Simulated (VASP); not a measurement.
Input of a VASP 6.6.1 run:

Contents of INCAR:

```
PREC = Accurate
ENCUT = 500
EDIFF = 1E-6
ISMEAR = 0
SIGMA = 0.15
LREAL = False
LASPH = True
NELM = 120
ALGO = Normal
ISIF = 2
LWAVE = False
LCHARG = False
GGA = PE
NBANDS = 21
GGA_COMPAT = False
```

The input KPOINTS:

```
regular mesh
0
Gamma
  24 24 12
```

The input POSCAR:

```
Ru
1.0
    2.7057993342      0.0000000000      0.0000000000
   -1.3528996671      2.3432909610      0.0000000000
    0.0000000000      0.0000000000      4.2819000000
Ru
2
Direct
    0.3419093872      0.7946917412      0.2500000000
    0.6666666667      0.3333333333      0.7500000000
```

Potentials or basis: VASP PAW PBE potentials, release 64 (Ru_pv).

Run with:

```console
$ cat potpaw_PBE.64/Ru_pv/POTCAR > POTCAR
$ mpirun -np 1 vasp_std > vasp.out
```

Question: Estimate the pressure.

Answer: 9.8 GPa.

Question: Predict the largest force.

Answer: 2.159 eV/Å.

Forces in eV/Å, atoms in the order of the input:
```
Ru   1.139 -1.835  0.000
Ru  -1.139  1.835  0.000
```

Caveat: the cell differs from its parent crystal (atom 1 (Ru) moved by (-0.150, +0.300) A along x and y); the stress differs along the axes, from 2 to 16 GPa; forces of over 1 eV/Å act on the atoms, so gaps and moduli don't describe the material at rest.
